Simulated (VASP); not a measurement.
# PbSe (rocksalt type) (Imm2) in VASP: single point with PBE

Aim: the single point of PbSe (rocksalt type) with PBE.

Program: VASP 6.6.1. These are calculated values, not measurements. Logs are shortened: lines on timing, memory, paths and dates and some standing lists are left out, and cuts for length are marked.

### Step 1. The cell of the first run

Symmetry: Imm2, No. 44, orthorhombic system. The conventional cell has a = 4.395 Å, b = 6.216 Å, c = 4.395 Å, α = 90.00°, β = 90.00°, γ = 90.00°. Within 3.9 Å of Pb (site symmetry mm2) lie 6 Se at 2.97 to 3.25 Å. Within 3.9 Å of Se (site symmetry mm2) lie 6 Pb at 2.97 to 3.25 Å.

### Step 2. Single point, PBE (atom 2 (Se) moved by [0.141421, 0.141421, 0.0] A)

Input file INCAR:

```
SYSTEM = PbSe
PREC = Accurate ; ENCUT = 520
EDIFF = 1E-7 ; ISMEAR = -1
SIGMA = 0.03 ; LREAL = .False.
LASPH = .True. ; NELM = 100
ALGO = Normal ; ISIF = 2
LWAVE = .False. ; LCHARG = .False.
GGA = PE ; NBANDS = 17
```

Input file KPOINTS:

```
Automatic mesh
0
Gamma
  10 10 10
  0 0 0
```

Input file POSCAR:

```
PbSe
1.0
    0.0000000000      3.1079612690      3.1079612690
    3.1079612690      0.0000000000      3.1079612690
    3.1079612690      3.1079612690      0.0000000000
Pb Se
1 1
Direct
    0.0000000000      0.0000000000      0.0000000000
    0.5000000000      0.5000000000      0.5455028193
```

Potentials or basis: VASP PAW PBE potentials, release 64 (Pb_d, Se).

Command:

```bash
cat potpaw_PBE.64/Pb_d/POTCAR potpaw_PBE.64/Se/POTCAR > POTCAR
mpirun -np 1 vasp_std > vasp.out
```

OUTCAR:

```text
SYSTEM = PbSe
   PREC = Accurate
   ENCUT = 520
   EDIFF = 1E-7
   ISMEAR = -1
   LREAL = .False.
   LASPH = .True.
   NELM = 100
   ISIF = 2
   GGA = PE

 ion  position               nearest neighbor table
   1  0.000  0.000  0.000-   2 2.97   2 2.97   2 3.11   2 3.11   2 3.25   2 3.25
   2  0.500  0.500  0.546-   1 2.97   1 2.97   1 3.11   1 3.11   1 3.25   1 3.25

  LATTYP: Found a face centered cubic cell.
 ALAT       =     6.2159225380

  Lattice vectors:

 A1 = (   0.0000000000,   3.1079612690,   3.1079612690)
 A2 = (   3.1079612690,   0.0000000000,   3.1079612690)
 A3 = (   3.1079612690,   3.1079612690,   0.0000000000)

Analysis of symmetry for initial positions (statically):
=====================================================================
 Subroutine PRICEL returns:
 Original cell was already a primitive cell.

 Routine SETGRP: Setting up the symmetry group for a
 face centered cubic supercell.

 Subroutine GETGRP returns: Found  4 space group operations
 (whereof  4 operations were pure point group operations)
 out of a pool of 48 trial point group operations.

The static configuration has the point symmetry C_2v.

Analysis of symmetry for dynamics (positions and initial velocities):
=====================================================================
 Subroutine PRICEL returns:
 Original cell was already a primitive cell.

 Routine SETGRP: Setting up the symmetry group for a
 face centered cubic supercell.

 Subroutine GETGRP returns: Found  4 space group operations
 (whereof  4 operations were pure point group operations)
 out of a pool of 48 trial point group operations.

The dynamic configuration has the point symmetry C_2v.

 Subroutine INISYM returns: Found  4 space group operations
 (whereof  4 operations are pure point group operations),
 and found     1 'primitive' translations

----------------------------------------------------------------------------------------

                                     Primitive cell

  volume of cell :      60.0422

  direct lattice vectors                    reciprocal lattice vectors
     0.000000000  3.107961269  3.107961269    -0.160877166  0.160877166  0.160877166
     3.107961269  0.000000000  3.107961269     0.160877166 -0.160877166  0.160877166
     3.107961269  3.107961269  0.000000000     0.160877166  0.160877166 -0.160877166

  length of vectors
     4.395320978  4.395320978  4.395320978     0.278647425  0.278647425  0.278647425

  position of ions in fractional coordinates (direct lattice)
     0.000000000  0.000000000  0.000000000
     0.500000000  0.500000000  0.545502819

  ion indices of the primitive-cell ions
   primitive index   ion index
                 1           1
                 2           2

----------------------------------------------------------------------------------------

 KPOINTS: Automatic mesh

Automatic generation of k-mesh.
 Grid dimensions read from file:
 generate k-points for:   10   10   10

 Generating k-lattice:

  Cartesian coordinates                     Fractional coordinates (reciprocal lattice)
    -0.016087717  0.016087717  0.016087717     0.100000000  0.000000000  0.000000000
     0.016087717 -0.016087717  0.016087717     0.000000000  0.100000000  0.000000000
     0.016087717  0.016087717 -0.016087717     0.000000000  0.000000000  0.100000000

  Length of vectors
     0.027864742  0.027864742  0.027864742

  Shift w.r.t. Gamma in fractional coordinates (k-lattice)
     0.000000000  0.000000000  0.000000000

 Subroutine IBZKPT returns following result:
 ===========================================

 Found    171 irreducible k-points:

 Following reciprocal coordinates:
            Coordinates               Weight
  0.000000  0.000000  0.000000      1.000000
  0.100000  0.000000  0.000000      4.000000
  0.000000  0.000000  0.100000      4.000000
  0.200000  0.000000  0.000000      4.000000
  0.000000  0.000000  0.200000      4.000000
  0.300000  0.000000  0.000000      4.000000
[... 16 lines left out ...]
  0.000000  0.400000  0.100000      8.000000
  0.100000  0.000000  0.400000      8.000000
 [... further k-points ...]
   k-points           NKPTS =    171   k-points in BZ     NKDIM =    171   number of bands    NBANDS=     17
   number of dos      NEDOS =    301   number of ions     NIONS =      2
   total plane-waves  NPLWV =  46656
   dimension x,y,z NGX =    36 NGY =   36 NGZ =   36
   dimension x,y,z NGXF=    72 NGYF=   72 NGZF=   72
   ions per type =               1   1
   NGX,Y,Z   is equivalent  to a cutoff of  13.62, 13.62, 13.62 a.u.
   NGXF,Y,Z  is equivalent  to a cutoff of  27.23, 27.23, 27.23 a.u.
 SYSTEM =  PbSe
   PREC   = accura    normal or accurate (medium, high low for compatibility)
   ISTART =      0    job   : 0-new  1-cont  2-samecut
   ICHARG =      2    charge: 1-file 2-atom 10-const
   ISPIN  =      1    spin polarized calculation?
   LNONCOLLINEAR =      F non collinear calculations
   LSORBIT =      F    spin-orbit coupling
   LASPH  =      T    aspherical Exc in radial PAW
   ENCUT  =  520.0 eV  38.22 Ry    6.18 a.u.   8.17  8.17  8.17*2*pi/ulx,y,z
   NELM   =    100;   NELMIN=  2; NELMDL= -5     # of ELM steps
   EDIFF  = 0.1E-06   stopping-criterion for ELM
   LREAL  =      F    real-space projection
   EDIFFG = 0.1E-05   stopping-criterion for IOM
   NSW    =      0    number of steps for IOM
   IBRION =     -1    ionic relax: 0-MD 1-quasi-New 2-CG
   NFREE  =      0    steps in history (QN), initial steepest desc. (CG)
   ISIF   =      2    stress and relaxation
   ISYM   =      2    0-nonsym 1-usesym 2-fastsym
   POTIM  = 0.5000    time-step for ionic-motion
   TEBEG  =    0.0;   TEEND  =   0.0 temperature during run
   PSTRESS=    0.0 pullay stress
   NELECT =      20.0000    total number of electrons
   NUPDOWN=      -1.0000    fix difference up-down
   EMIN   =  10.00;   EMAX   =-10.00  energy-range for DOS
   EFERMI =   0.00;   METHOD = LEGACY
   ISMEAR =    -1;   SIGMA  =   0.03  broadening in eV -4-tet -1-fermi 0-gaus
   EFERMI_NEDOS =   21; number of points for ismear=-14 and -15
   IALGO  =     38    algorithm
   IMIX   =      4    mixing-type and parameters
     AMIX     =   0.40;   BMIX     =  1.00
     AMIX_MAG =   1.60;   BMIX_MAG =  1.00
  volume/ion in A,a.u.               =      30.02       202.59
  Fermi-wavevector in a.u.,A,eV,Ry     =   1.134835  2.144526 17.522257  1.287850
  Thomas-Fermi vector in A             =   2.271539
   LORBIT       =      0    0 simple, 1 ext, 2 COOP (PROOUT), +10 PAW based schemes
   GGA     = PE    functional components
   LHFCALC =     F    Hartree Fock is set to
   AEXX    =    0.0000 exact exchange contribution
   IVDW    =     0    specifies the selected vdW correction
   LEPSILON=     F    determine dielectric tensor
   LRPA    =     F    only Hartree local field effects (RPA)
 non-spin polarized calculation
  energy-cutoff  :      520.00
  volume of cell :       60.04
 maximum number of plane-waves:      1639
 NGX is ok and might be reduce to    36
   NGX = 17   NGY = 17   NGZ = 17

 number of electron      20.0000002 magnetization

 Free energy of the ion-electron system (eV)
  ---------------------------------------------------
  ext. energy  EPLUGINS =         0.00000000
  ---------------------------------------------------
  free energy    TOTEN  =        -8.18995353 eV

  energy without entropy =       -8.18995300  energy(sigma->0) =       -8.18995327

 E-fermi :   4.7248     XC(G=0):  -9.3100

 val. band max:        4.4739710636   @ k =   0.5000   0.0000   0.0000
 cond. band min:       4.9757863936   @ k =   0.5000   0.0000   0.0000
 fundamental gap:      0.5018153299
 Fermi energy:         4.7248431813

 k-point     1 :       0.0000    0.0000    0.0000
  band No.  band energies     occupation
      1     -12.2351      2.00000
      2     -12.2306      2.00000
      3     -12.2304      2.00000
      4     -12.2281      2.00000
      5     -12.2278      2.00000
      6      -8.7459      2.00000
[... 9 lines left out ...]
     16      11.3301      0.00000
     17      12.6033      0.00000

 k-point     2 :       0.1000    0.0000    0.0000
  band No.  band energies     occupation
      1     -12.2343      2.00000
      2     -12.2322      2.00000
      3     -12.2300      2.00000
      4     -12.2286      2.00000
      5     -12.2253      2.00000
      6      -8.6745      2.00000
[... 9 lines left out ...]
     16      11.4740      0.00000
     17      13.3514      0.00000

 k-point     3 :       0.0000    0.0000    0.1000
  band No.  band energies     occupation
      1     -12.2347      2.00000
      2     -12.2307      2.00000
      3     -12.2306      2.00000
      4     -12.2272      2.00000
      5     -12.2270      2.00000
      6      -8.6765      2.00000
[... 9 lines left out ...]
     16      11.4777      0.00000
     17      13.3310      0.00000

 k-point     4 :       0.2000    0.0000    0.0000
  band No.  band energies     occupation
      1     -12.2386      2.00000
      2     -12.2370      2.00000
      3     -12.2285      2.00000
      4     -12.2238      2.00000
      5     -12.2185      2.00000
      6      -8.4719      2.00000
[... 9 lines left out ...]
     16      11.9181      0.00000
     17      14.7543      0.00000
[... 343 lines left out ...]
      1     -12.2570      2.00000
      2     -12.2426      2.00000
      3     -12.2257      2.00000
      4     -12.2098      2.00000
      5     -12.2074      2.00000
      6      -7.9355      2.00000
[... 9 lines left out ...]
     16      14.2187      0.00000
     17      15.5901      0.00000

 k-point    23 :       0.0000    0.4000    0.1000
  band No.  band energies     occupation
      1     -12.2576      2.00000
      2     -12.2420      2.00000
      3     -12.2275      2.00000
      4     -12.2132      2.00000
      5     -12.2025      2.00000
      6      -7.9300      2.00000
[... 9 lines left out ...]
     16      14.1948      0.00000
     17      15.5386      0.00000

 k-point    24 :       0.1000    0.0000    0.4000
  band No.  band energies     occupation
      1     -12.2541      2.00000
      2     -12.2409      2.00000
      3     -12.2307      2.00000
      4     -12.2104      2.00000
      5     -12.2049      2.00000
      6      -7.9578      2.00000
[... 9 lines left out ...]
     16      14.2677      0.00000
     17      15.6580      0.00000

 [... further k-points ...]

------------------------ aborting loop because EDIFF is reached ----------------------------------------

  FORCE on cell =-STRESS in cart. coord.  units (eV):
  Direction    XX          YY          ZZ          XY          YZ          ZX
  --------------------------------------------------------------------------------------
  -------------------------------------------------------------------------------------
  Total        0.2878020      0.2878020      0.0289344      0.0675908      0.0000000      0.0000000
  in kB        7.6797591      7.6797591      0.7720916      1.8036050      0.0000000      0.0000000
  external PRESSURE =       5.3772033 kB  Pullay stress =       0.0000000 kB

 VOLUME and BASIS-vectors are now :
 -----------------------------------------------------------------------------
  energy-cutoff  :      520.00
  volume of cell :       60.04
      direct lattice vectors                 reciprocal lattice vectors
     0.000000000  3.107961269  3.107961269    -0.160877166  0.160877166  0.160877166
     3.107961269  0.000000000  3.107961269     0.160877166 -0.160877166  0.160877166
     3.107961269  3.107961269  0.000000000     0.160877166  0.160877166 -0.160877166

 POSITION                                       TOTAL-FORCE (eV/Angst)
 -----------------------------------------------------------------------------------
      0.00000      0.00000      0.00000         0.084522      0.084522      0.000000
      3.24938      3.24938      3.10796        -0.084522     -0.084522     -0.000000
 -----------------------------------------------------------------------------------
    total drift:                                0.000109      0.000109      0.000000

  FREE ENERGIE OF THE ION-ELECTRON SYSTEM (eV)
  ---------------------------------------------------
  free  energy   TOTEN  =        -8.1899535291 eV

  energy  without entropy=       -8.1899530034  energy(sigma->0) =       -8.18995327
```

Run time: 93 s. Hardware: 1 thread of AMD EPYC 9R45 (Zen 5), shared host; peak memory 0.3 GiB.

What came out:

```yaml
Free_energy: -8.1900 eV
Pressure: 0.5 GPa
Largest_force: 0.120 eV/Å
Band_gap_on_the_k_mesh: 0.50 eV
```

Forces in eV/Å, atoms in the order of the input:
```
Pb   0.085  0.085  0.000
Se  -0.085 -0.085  0.000
```

Stress tensor (GPa, compression positive):
```
0.77 0.18 0.00
0.18 0.77 0.00
0.00 0.00 0.08
```

Levels at points of the mesh, in eV from the valence-band top:
| k point | band 6 | band 7 | band 8 | band 9 | band 10 | band 11 | band 12 | band 13 | band 14 | band 15 |
| --- | --- | --- | --- | --- | --- | --- | --- | --- | --- | --- |
| (0.00, 0.00, 0.00) | -13.22 | -6.30 | -1.71 | -1.61 | -1.61 | 4.44 | 4.46 | 4.69 | 6.65 | 6.85 |
| (0.50, 0.00, 0.00) | -12.24 | -8.54 | -1.37 | -1.35 | 0.00 | 0.50 | 1.96 | 2.00 | 8.47 | 10.09 |
| (0.00, 0.00, 0.50) | -12.28 | -8.45 | -1.39 | -1.29 | -0.22 | 0.67 | 1.85 | 1.96 | 8.40 | 10.20 |
| (0.50, 0.50, 0.00) | -11.96 | -7.26 | -4.57 | -2.97 | -2.82 | 3.60 | 5.55 | 5.83 | 5.88 | 11.18 |
| (0.00, 0.50, 0.50) | -11.94 | -7.35 | -4.49 | -2.92 | -2.90 | 3.75 | 5.54 | 5.66 | 5.92 | 11.17 |

Caveat: the cell differs from its parent crystal (atom 2 (Se) moved by [0.141421, 0.141421, 0.0] A); spin-orbit coupling is left out, which moves the levels of the heavy elements. A k mesh can miss the band edges.
